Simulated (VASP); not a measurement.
Input of a VASP 6.6.1 run:

The input INCAR:

```
SYSTEM = CsSnI3
PREC = Accurate
ENCUT = 520
EDIFF = 1E-7
ISMEAR = 0
SIGMA = 0.02
LREAL = .False.
LASPH = .True.
NELM = 100
ALGO = Normal
ISIF = 2
LWAVE = .False.
LCHARG = .False.
GGA = PE
NBANDS = 30
```

KPOINTS

```
regular mesh
0
Gamma
  6 6 6
  0 0 0
```

Contents of POSCAR:

```
CsSnI3
1.0
    6.2831694406      0.0000000000      0.0000000000
    0.0000000000      6.2831694406      0.0000000000
    0.0000000000      0.0000000000      6.2831694406
Cs Sn I
1 1 3
Direct
    0.0000000000      0.0000000000      0.0000000000
    0.5000000000      0.5000000000      0.5000000000
    0.0000000000      0.5000000000      0.5000000000
    0.5000000000      0.0000000000      0.5000000000
    0.5000000000      0.5000000000      0.0000000000
```

Potentials or basis: VASP PAW PBE potentials, release 64 (Cs_sv, Sn_d, I).

The run is started by

```console
$ cat potpaw_PBE.64/Cs_sv/POTCAR potpaw_PBE.64/Sn_d/POTCAR potpaw_PBE.64/I/POTCAR > POTCAR
$ mpirun -np 1 vasp_std > vasp.out
```

Question: Estimate the pressure.

Answer: 0.0 GPa.

Question: What does it give for the band gap on the k mesh?

Answer: 0.47 eV.

Caveat: spin-orbit coupling is left out, which moves the levels of the heavy elements. A k mesh can miss the band edges.
